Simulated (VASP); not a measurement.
# BaS (R3m) in VASP: single point with HSE06

Aim: the single point of BaS with HSE06.

All numbers are computed with VASP 6.6.1; they aren't measurements. Logs are shortened: lines on timing, memory, paths and dates and some standing lists are left out, and cuts for length are marked.

## Step 1: The cell of the first run

It takes space group R3m (No. 160, trigonal). The conventional cell has a = 4.977 Å, b = 4.977 Å, c = 12.848 Å, α = 90.00°, β = 90.00°, γ = 120.00°. Ba (site symmetry 3m) has 4 S at 3.09 to 3.14 Å within 4.1 Å. Within 4.1 Å of S (site symmetry 3m) lie 4 Ba at 3.09 to 3.14 Å.

## Step 2: Single point, HSE06 (strain along [111] +5.4%)

POSCAR

```
BaS
1.0
    0.1262295688      3.6456413397      3.6456413397
    3.6456413397      0.1262295688      3.6456413397
    3.6456413397      3.6456413397      0.1262295688
Ba S
1 1
Direct
    0.0028000927      0.0028000927      0.0028000927
    0.2471999073      0.2471999073      0.2471999073
```

INCAR.step1

```
SYSTEM = BaS
ALGO     = Normal         ! electronic algorithm
EDIFF    = 1E-5           ! SCF threshold, eV
ENCUT    = 520            ! plane-wave cutoff, eV
GGA      = PE             ! functional
ISIF     = 2              ! what is computed and relaxed
ISMEAR   = 0              ! smearing method
LASPH    = .TRUE.         ! aspherical terms in the spheres
LCHARG   = .FALSE.        ! write CHGCAR
LREAL    = .FALSE.        ! projectors in reciprocal space
LWAVE    = .TRUE.         ! write WAVECAR
NBANDS   = 15             ! bands
NELM     = 80             ! most SCF steps
PREC     = Accurate       ! precision mode
SIGMA    = 0.01           ! smearing width, eV
```

INCAR.step2

```
SYSTEM = BaS
ALGO     = Normal         ! electronic algorithm
EDIFF    = 1E-6           ! SCF threshold, eV
ENCUT    = 520            ! plane-wave cutoff, eV
GGA      = PE             ! functional
HFSCREEN = 0.2079         ! screening, 1/A
ISIF     = 2              ! what is computed and relaxed
ISMEAR   = 0              ! smearing method
ISTART   = 1            
LASPH    = .TRUE.         ! aspherical terms in the spheres
LCHARG   = .FALSE.        ! write CHGCAR
LHFCALC  = .TRUE.         ! exact exchange
LREAL    = .FALSE.        ! projectors in reciprocal space
LWAVE    = .FALSE.        ! write WAVECAR
NBANDS   = 15             ! bands
NELM     = 80             ! most SCF steps
PREC     = Accurate       ! precision mode
PRECFOCK = Normal       
SIGMA    = 0.01           ! smearing width, eV
```

KPOINTS

```
k-points
0
G
  4 4 4
  0 0 0
```

Potentials or basis: VASP PAW PBE potentials, release 64 (Ba_sv, S).

Run with:

```bash
> cat potpaw_PBE.64/Ba_sv/POTCAR potpaw_PBE.64/S/POTCAR > POTCAR
> cp INCAR.step1 INCAR
> mpirun -np 1 vasp_std > vasp.out
> cp INCAR.step2 INCAR
> mpirun -np 1 vasp_std > vasp.out
```

OUTCAR:

```text
SYSTEM = BaS
   EDIFF = 1E-6
   ENCUT = 520
   GGA = PE
   HFSCREEN = 0.2079
   ISIF = 2
   ISMEAR = 0
   ISTART = 1
   LASPH = .TRUE.
   LHFCALC = .TRUE.
   LREAL = .FALSE.
   NELM = 80
   PREC = Accurate
   PRECFOCK = Normal

 ion  position               nearest neighbor table
   1  0.003  0.003  0.003-   2 3.09   2 3.09   2 3.09   2 3.14
   2  0.247  0.247  0.247-   1 3.09   1 3.09   1 3.09   1 3.14

  LATTYP: Found a trigonal (rhomboedric) cell.
 ALAT       =     5.1572604607
 COS(alpha) =     0.5343045084

  Lattice vectors:

 A1 = (   0.1262295688,   3.6456413397,   3.6456413397)
 A2 = (   3.6456413397,   0.1262295688,   3.6456413397)
 A3 = (   3.6456413397,   3.6456413397,   0.1262295688)

Analysis of symmetry for initial positions (statically):
=====================================================================
 Subroutine PRICEL returns:
 Original cell was already a primitive cell.

 Routine SETGRP: Setting up the symmetry group for a
 trigonal (rhombohedral) supercell.

 Subroutine GETGRP returns: Found  6 space group operations
 (whereof  6 operations were pure point group operations)
 out of a pool of 12 trial point group operations.

The static configuration has the point symmetry C_3v.

Analysis of symmetry for dynamics (positions and initial velocities):
=====================================================================
 Subroutine PRICEL returns:
 Original cell was already a primitive cell.

 Routine SETGRP: Setting up the symmetry group for a
 trigonal (rhombohedral) supercell.

 Subroutine GETGRP returns: Found  6 space group operations
 (whereof  6 operations were pure point group operations)
 out of a pool of 12 trial point group operations.

The dynamic configuration has the point symmetry C_3v.

 Subroutine INISYM returns: Found  6 space group operations
 (whereof  6 operations are pure point group operations),
 and found     1 'primitive' translations

----------------------------------------------------------------------------------------

                                     Primitive cell

  volume of cell :      91.8752

  direct lattice vectors                    reciprocal lattice vectors
     0.126229569  3.645641340  3.645641340    -0.144486898  0.139651494  0.139651494
     3.645641340  0.126229569  3.645641340     0.139651494 -0.144486898  0.139651494
     3.645641340  3.645641340  0.126229569     0.139651494  0.139651494 -0.144486898

  length of vectors
     5.157260461  5.157260461  5.157260461     0.244707056  0.244707056  0.244707056

  position of ions in fractional coordinates (direct lattice)
     0.002800093  0.002800093  0.002800093
     0.247199907  0.247199907  0.247199907

  ion indices of the primitive-cell ions
   primitive index   ion index
                 1           1
                 2           2

----------------------------------------------------------------------------------------

 KPOINTS: k-points

Automatic generation of k-mesh.
 Grid dimensions read from file:
 generate k-points for:    4    4    4

 Generating k-lattice:

  Cartesian coordinates                     Fractional coordinates (reciprocal lattice)
    -0.036121724  0.034912873  0.034912873     0.250000000  0.000000000  0.000000000
     0.034912873 -0.036121724  0.034912873     0.000000000  0.250000000  0.000000000
     0.034912873  0.034912873 -0.036121724     0.000000000  0.000000000  0.250000000

  Length of vectors
     0.061176764  0.061176764  0.061176764

  Shift w.r.t. Gamma in fractional coordinates (k-lattice)
     0.000000000  0.000000000  0.000000000

 Subroutine IBZKPT returns following result:
 ===========================================

 Found     13 irreducible k-points:

 Following reciprocal coordinates:
            Coordinates               Weight
  0.000000  0.000000  0.000000      1.000000
  0.250000  0.000000  0.000000      6.000000
  0.500000  0.000000  0.000000      3.000000
  0.250000  0.250000  0.000000      6.000000
  0.500000  0.250000 -0.000000     12.000000
 -0.250000  0.250000  0.000000      6.000000
  0.500000  0.500000  0.000000      3.000000
  0.250000  0.250000  0.250000      2.000000
  0.500000  0.250000  0.250000      6.000000
 -0.250000  0.250000  0.250000      6.000000
  0.500000  0.500000  0.250000      6.000000
 -0.250000  0.500000  0.250000      6.000000
  0.500000  0.500000  0.500000      1.000000
   k-points           NKPTS =     13   k-points in BZ     NKDIM =     64   number of bands    NBANDS=     15
   number of dos      NEDOS =    301   number of ions     NIONS =      2
   total plane-waves  NPLWV =  64000
   dimension x,y,z NGX =    40 NGY =   40 NGZ =   40
   dimension x,y,z NGXF=    80 NGYF=   80 NGZF=   80
   ions per type =               1   1
   NGX,Y,Z   is equivalent  to a cutoff of  12.89, 12.89, 12.89 a.u.
   NGXF,Y,Z  is equivalent  to a cutoff of  25.79, 25.79, 25.79 a.u.
 SYSTEM =  BaS
   PREC   = accura    normal or accurate (medium, high low for compatibility)
   ISTART =      1    job   : 0-new  1-cont  2-samecut
   ICHARG =      0    charge: 1-file 2-atom 10-const
   ISPIN  =      1    spin polarized calculation?
   LNONCOLLINEAR =      F non collinear calculations
   LSORBIT =      F    spin-orbit coupling
   LASPH  =      T    aspherical Exc in radial PAW
   ENCUT  =  520.0 eV  38.22 Ry    6.18 a.u.   9.59  9.59  9.59*2*pi/ulx,y,z
   NELM   =     80;   NELMIN=  2; NELMDL=  0     # of ELM steps
   EDIFF  = 0.1E-05   stopping-criterion for ELM
   LREAL  =      F    real-space projection
   EDIFFG = 0.1E-04   stopping-criterion for IOM
   NSW    =      0    number of steps for IOM
   IBRION =     -1    ionic relax: 0-MD 1-quasi-New 2-CG
   NFREE  =      0    steps in history (QN), initial steepest desc. (CG)
   ISIF   =      2    stress and relaxation
   ISYM   =      3    0-nonsym 1-usesym 2-fastsym
   POTIM  = 0.5000    time-step for ionic-motion
   TEBEG  =    0.0;   TEEND  =   0.0 temperature during run
   PSTRESS=    0.0 pullay stress
   NELECT =      16.0000    total number of electrons
   NUPDOWN=      -1.0000    fix difference up-down
   EMIN   =  10.00;   EMAX   =-10.00  energy-range for DOS
   EFERMI =   0.00;   METHOD = LEGACY
   ISMEAR =     0;   SIGMA  =   0.01  broadening in eV -4-tet -1-fermi 0-gaus
   EFERMI_NEDOS =   21; number of points for ismear=-14 and -15
   IALGO  =     38    algorithm
   IMIX   =      1    mixing-type and parameters
     AMIX     =   0.40;   BMIX     =  1.00
     AMIX_MAG =   1.60;   BMIX_MAG =  1.00
  volume/ion in A,a.u.               =      45.94       310.00
  Fermi-wavevector in a.u.,A,eV,Ry     =   0.914216  1.727617 11.371618  0.835790
  Thomas-Fermi vector in A             =   2.038817
   LORBIT       =      0    0 simple, 1 ext, 2 COOP (PROOUT), +10 PAW based schemes
   GGA     = PE    functional components
   LHFCALC =     T    Hartree Fock is set to
   PRECFOCK=normal    Normal, Fast or Accurate (Low or Medium for compatibility)
   ENCUT4O =  -1.0   cutoff for four orbital integrals eV
   NKREDX  =     1    reduce k-point grid by
   NKREDY  =     1    reduce k-point grid by
   NKREDZ  =     1    reduce k-point grid by
   AEXX    =    0.2500 exact exchange contribution
   HFSCREEN=    0.2079 screening length (either q_TF or 0.3 A-1)
   HFSCREENC=   0.2079 screening length for correlation (either q_TF or 0.3 A-1)
   ENCUTFOCK=  -1.0 apply spherical cutoff to Coloumb kernel
   IVDW    =     0    specifies the selected vdW correction
   LEPSILON=     F    determine dielectric tensor
   LRPA    =     F    only Hartree local field effects (RPA)
 non-spin polarized calculation
 Gauss-broadening in eV      SIGMA  =   0.01
  energy-cutoff  :      520.00
  volume of cell :       91.88
 maximum number of plane-waves:      2505
 NGX is ok and might be reduce to    40
  NGX = 30; NGY = 30; NGZ = 30

 number of electron      16.0000000 magnetization

 Free energy of the ion-electron system (eV)
  ---------------------------------------------------
  ext. energy  EPLUGINS =         0.00000000
  ---------------------------------------------------
  free energy    TOTEN  =       -11.01844408 eV

  energy without entropy =      -11.01844408  energy(sigma->0) =      -11.01844408

 E-fermi :  -0.9284     XC(G=0):  -5.8952

 val. band max:       -1.0239242061   @ k =   0.5000   0.5000   0.0000
 cond. band min:       2.5114265037   @ k =   0.0000   0.0000   0.0000
 fundamental gap:      3.5353507099
 Fermi energy:        -0.9283950925

 k-point     1 :       0.0000    0.0000    0.0000
  band No.  band energies     occupation
      1     -29.0252      2.00000
      2     -13.1414      2.00000
      3     -13.1368      2.00000
      4     -13.1368      2.00000
      5     -11.8769      2.00000
      6      -1.7147      2.00000
      7      -1.5980      2.00000
      8      -1.5980      2.00000
      9       2.5114      0.00000
     10       5.0588      0.00000
     11       5.0588      0.00000
     12       6.8476      0.00000
     13       6.8476      0.00000
     14       6.9563      0.00000
     15       9.1714      0.00000

 k-point     2 :       0.2500    0.0000    0.0000
  band No.  band energies     occupation
      1     -29.0183      2.00000
      2     -13.5168      2.00000
      3     -13.1593      2.00000
      4     -13.1516      2.00000
      5     -11.4973      2.00000
      6      -1.7144      2.00000
      7      -1.5491      2.00000
      8      -1.4891      2.00000
      9       3.6020      0.00000
     10       4.6988      0.00000
     11       4.9037      0.00000
     12       6.2868      0.00000
     13       7.1874      0.00000
     14       7.4154      0.00000
     15       7.7571      0.00000

 k-point     3 :       0.5000    0.0000    0.0000
  band No.  band energies     occupation
      1     -29.0114      2.00000
      2     -13.7778      2.00000
      3     -13.1814      2.00000
      4     -13.1686      2.00000
      5     -11.2400      2.00000
      6      -1.6069      2.00000
      7      -1.4239      2.00000
      8      -1.3947      2.00000
      9       4.3153      0.00000
     10       4.8804      0.00000
     11       5.2913      0.00000
     12       5.4656      0.00000
     13       6.2786      0.00000
     14       6.5127      0.00000
     15       8.5509      0.00000
[... 145 lines left out ...]
 k-point    12 :      -0.2500    0.5000    0.2500
  band No.  band energies     occupation
      1     -29.0079      2.00000
      2     -13.8376      2.00000
      3     -13.2682      2.00000
      4     -13.2294      2.00000
      5     -11.0262      2.00000
      6      -1.6074      2.00000
      7      -1.5216      2.00000
      8      -1.0306      2.00000
      9       3.2850      0.00000
     10       4.2207      0.00000
     11       5.9068      0.00000
     12       6.2984      0.00000
     13       7.3378      0.00000
     14       8.2594      0.00000
     15       8.3974      0.00000

 k-point    13 :       0.5000    0.5000    0.5000
  band No.  band energies     occupation
      1     -29.0148      2.00000
      2     -13.7748      2.00000
      3     -13.1670      2.00000
      4     -13.1670      2.00000
      5     -11.1845      2.00000
      6      -1.7276      2.00000
      7      -1.3539      2.00000
      8      -1.3539      2.00000
      9       4.2736      0.00000
     10       5.1781      0.00000
     11       5.1781      0.00000
     12       5.2145      0.00000
     13       6.2261      0.00000
     14       6.2261      0.00000
     15       7.9327      0.00000

------------------------ aborting loop because EDIFF is reached ----------------------------------------

  FORCE on cell =-STRESS in cart. coord.  units (eV):
  Direction    XX          YY          ZZ          XY          YZ          ZX
  --------------------------------------------------------------------------------------
  -------------------------------------------------------------------------------------
  Total       -0.7362678     -0.7362678     -0.7362678     -0.2093135     -0.2093135     -0.2093135
  in kB      -12.8394945    -12.8394945    -12.8394945     -3.6501385     -3.6501385     -3.6501385
  external PRESSURE =     -12.8394945 kB  Pullay stress =       0.0000000 kB

 VOLUME and BASIS-vectors are now :
 -----------------------------------------------------------------------------
  energy-cutoff  :      520.00
  volume of cell :       91.88
      direct lattice vectors                 reciprocal lattice vectors
     0.126229569  3.645641340  3.645641340    -0.144486898  0.139651494  0.139651494
     3.645641340  0.126229569  3.645641340     0.139651494 -0.144486898  0.139651494
     3.645641340  3.645641340  0.126229569     0.139651494  0.139651494 -0.144486898

 POSITION                                       TOTAL-FORCE (eV/Angst)
 -----------------------------------------------------------------------------------
      0.02077      0.02077      0.02077        -0.003255     -0.003255     -0.003255
      1.83361      1.83361      1.83361         0.003255      0.003255      0.003255
 -----------------------------------------------------------------------------------
    total drift:                               -0.000230     -0.000230     -0.000228

  FREE ENERGIE OF THE ION-ELECTRON SYSTEM (eV)
  ---------------------------------------------------
  free  energy   TOTEN  =       -11.0184440760 eV

  energy  without entropy=      -11.0184440760  energy(sigma->0) =      -11.01844408
```

Wall time 27 min (1 thread of Intel Xeon 8259CL, shared host); peak memory 0.36 GiB.

What came out:

| Quantity | Value |
| --- | --- |
| Free energy | -11.0184 eV |
| Pressure | -1.3 GPa |
| Largest force | 0.006 eV/Å |
| Band gap on the k mesh | 3.54 eV (least direct gap 4.11 eV) |

Forces on the atoms (eV/Å):
```
Ba  -0.003 -0.003 -0.003
S    0.003  0.003  0.003
```

Caveat: the cell differs from its parent crystal (strain along [111] +5.4%); the structure was generated, so it needn't be the stable form of BaS; the PAW data sets were made with another functional, which shifts forces and pressure a little; spin-orbit coupling is left out, which moves the levels of the heavy elements.
